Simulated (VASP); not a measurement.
**CaSe: single point with r2SCAN**

Crystal: CaSe.

```
Ca Se
1.0
     3.64751    0.00000    0.00000
     0.00000    3.64751    0.00000
     0.00000    0.00000    3.64751
Ca Se
1 1
Direct
  0.00000 0.00000 0.00000
  0.50000 0.50000 0.50000
```

This cell differs from its parent crystal: strain +0.3%.

```json
{"Program": "VASP 6.6.1", "Task": "single point", "Functional": "r2SCAN", "Potentials or basis": "VASP PAW PBE potentials, release 64 (Ca_sv, Se)", "Cutoff": "520 eV", "k mesh": "8 × 8 × 8", "Occupations": "gaussian, width 0.01 eV", "Spin": "no spin polarisation", "Dipole correction": "no", "Further INCAR settings": "ALGO = Normal; EDIFF = 1e-07; NBANDS = 15"}
```

```yaml
Pressure: -0.4 GPa
Band_gap_on_the_k_mesh: 1.26 eV
```

Levels at points of the mesh, in eV from the valence-band top:
| k point | band 5 | band 6 | band 7 | band 8 | band 9 | band 10 | band 11 | band 12 |
| --- | --- | --- | --- | --- | --- | --- | --- | --- |
| (0.00, 0.00, 0.00) | -13.43 | -0.88 | -0.88 | -0.88 | 1.56 | 1.56 | 2.83 | 4.85 |
| (0.50, 0.00, 0.00) | -12.68 | -4.90 | -1.02 | -1.02 | 2.51 | 5.12 | 5.25 | 5.32 |
| (0.50, 0.50, 0.00) | -12.35 | -3.59 | -3.59 | 0.00 | 1.26 | 3.47 | 3.63 | 3.63 |
| (0.50, 0.50, 0.50) | -11.76 | -3.71 | -3.71 | -3.71 | 4.38 | 4.38 | 4.38 | 5.88 |

It took 2.6 min on 1 thread of Intel Xeon 8259CL, on a shared host, peak memory 0.18 GiB.

Caveat: the cell differs from its parent crystal (strain +0.3%); the structure was generated, so it needn't be the stable form of CaSe; the PAW data sets were made with another functional, which shifts forces and pressure a little. A k mesh can miss the band edges.
